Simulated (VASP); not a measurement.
Runs of VASP 6.6.1 on ZnCu. The structure is cubic, space group Pm-3m (No. 221). Conventional cell: a = 2.945 Å, b = 2.945 Å, c = 2.945 Å, α = 90.00°, β = 90.00°, γ = 90.00°. Within 3.4 Å of Zn (site symmetry m-3m) lie 8 Cu at 2.55 Å and 6 Zn at 2.94 Å. Cu (site symmetry m-3m) has 8 Zn at 2.55 Å and 6 Cu at 2.94 Å within 3.4 Å. 

```csv
k mesh,gap on the mesh (eV),pressure (GPa)
5 × 5 × 5,none,3.6
9 × 9 × 9,none,(b)
3 × 3 × 3,none,3.3
6 × 6 × 6,none,(a)
4 × 4 × 4,none,1.9
```

Alike in all rows: task single point; level PBE; potentials or basis VASP PAW PBE potentials, release 64 (Zn, Cu); no spin polarisation; cell as given; cutoff (eV) 520; smearing gaussian 0.1 eV.

Task: Fill in the values left out.

Result: (a) 3.5; (b) 3.1.

Caveats: some runs use coarse meshes.

A gap of «none» marks levels without a gap at the run's occupations.
